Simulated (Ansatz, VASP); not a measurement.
# TaN in VASP and in Ansatz

```
Ta N
1.0
     0.00000    2.20853    2.20853
     2.20853    0.00000    2.20853
     2.20853    2.20853    0.00000
Ta N
1 1
Direct
  0.50000 0.50000 0.50000
  0.00000 0.00000 0.00000
```

Alike in both runs: task relaxation of cell and atoms; functional PBE; k mesh 11 × 11 × 11; occupations fermi-dirac, width 0.02 eV; no spin polarisation.

|  | VASP | Ansatz |
| --- | --- | --- |
| version | VASP 6.6.1 | Ansatz 0.2.0 |
| potentials or method | VASP PAW PBE potentials, release 64 (Ta_pv, N), cutoff 600 eV | all-electron LAPW, scalar-relativistic |

|  | VASP | Ansatz | Ansatz less VASP |
| --- | --- | --- | --- |
| relaxed volume (Å³/atom) | 10.79 | 10.78 | -0.017 |
| relaxed cell length with the largest relative difference (Å) | 3.125 | 3.124 | -0.0017 |

Ansatz ran all-electron here, and VASP with PAW potentials.

Neither program's run includes spin-orbit coupling.
